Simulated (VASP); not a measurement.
Write the native input for VASP 6.6.1 that does the following.

| Item | Value |
| --- | --- |
| Task | single point |
| Functional | r2SCAN |
| Potentials or basis | VASP PAW PBE potentials, release 64 (Si, Mo_sv) |
| Cutoff | 520 eV |
| k mesh | 13 × 13 × 13 |
| Occupations | fermi-dirac, width 0.1 eV |
| Spin | no spin polarisation |
| Dipole correction | no |
| Further INCAR settings | ALGO = Normal; EDIFF = 1e-06; NBANDS = 18 |

Crystal: Si2Mo.

```xyz
3
Lattice="-1.5905 1.5905 3.8834 1.5905 -1.5905 3.8834 1.5905 1.5905 -3.8834" Properties=species:S:1:pos:R:3 pbc="T T T"
Si    0.0000    0.0000    2.6015
Si    0.0000    0.0000    5.1654
Mo    0.0000    0.0000    0.0000
```

One way to write it, as run:

POSCAR

```
Si2Mo
1.0
   -1.5904865700      1.5904865700      3.8834408600
    1.5904865700     -1.5904865700      3.8834408600
    1.5904865700      1.5904865700     -3.8834408600
Si Mo
2 1
Direct
    0.3349450095      0.3349450095      0.0000000000
    0.6650549905      0.6650549905      0.0000000000
    0.0000000000      0.0000000000      0.0000000000
```

INCAR.step1

```
SYSTEM = Si2Mo
PREC = Accurate ; ENCUT = 520
ISMEAR = -1 ; SIGMA = 0.1
LREAL = .False. ; LASPH = .True.
NELM = 60 ; NBANDS = 18
GGA = PE ; ALGO = Normal
EDIFF = 1E-4 ; LWAVE = .True.
LCHARG = .False.
```

INCAR.step2

```
SYSTEM = Si2Mo
PREC = Accurate ; ENCUT = 520
EDIFF = 1E-6 ; ISMEAR = -1
SIGMA = 0.1 ; LREAL = .False.
LASPH = .True. ; NELM = 60
ALGO = Normal ; ISIF = 2
LWAVE = .False. ; LCHARG = .False.
METAGGA = R2SCAN ; LMIXTAU = .True.
NBANDS = 18 ; ISTART = 1
```

KPOINTS

```
regular mesh
0
Gamma
  13 13 13
  0 0 0
```

Potentials or basis: VASP PAW PBE potentials, release 64 (Si, Mo_sv).

The run is started by

```console
$ cat potpaw_PBE.64/Si/POTCAR potpaw_PBE.64/Mo_sv/POTCAR > POTCAR
$ cp INCAR.step1 INCAR
$ mpirun -np 1 vasp_std > vasp.out
$ cp INCAR.step2 INCAR
$ mpirun -np 1 vasp_std > vasp.out
```

Results of the run:

```json
{
  "Pressure": "5.0 GPa",
  "Largest force": "0.008 eV/Å",
  "Band gap on the k mesh": "zero (bands 11 and 12 overlap by 0.92 eV)"
}
```

Caveat: the cell stands under pressure; the PAW data sets were made with another functional, which shifts forces and pressure a little.

It took 13 min on 1 thread of AMD EPYC 7R13 Processor (Zen 3) (shared host), peak memory 0.27 GiB.
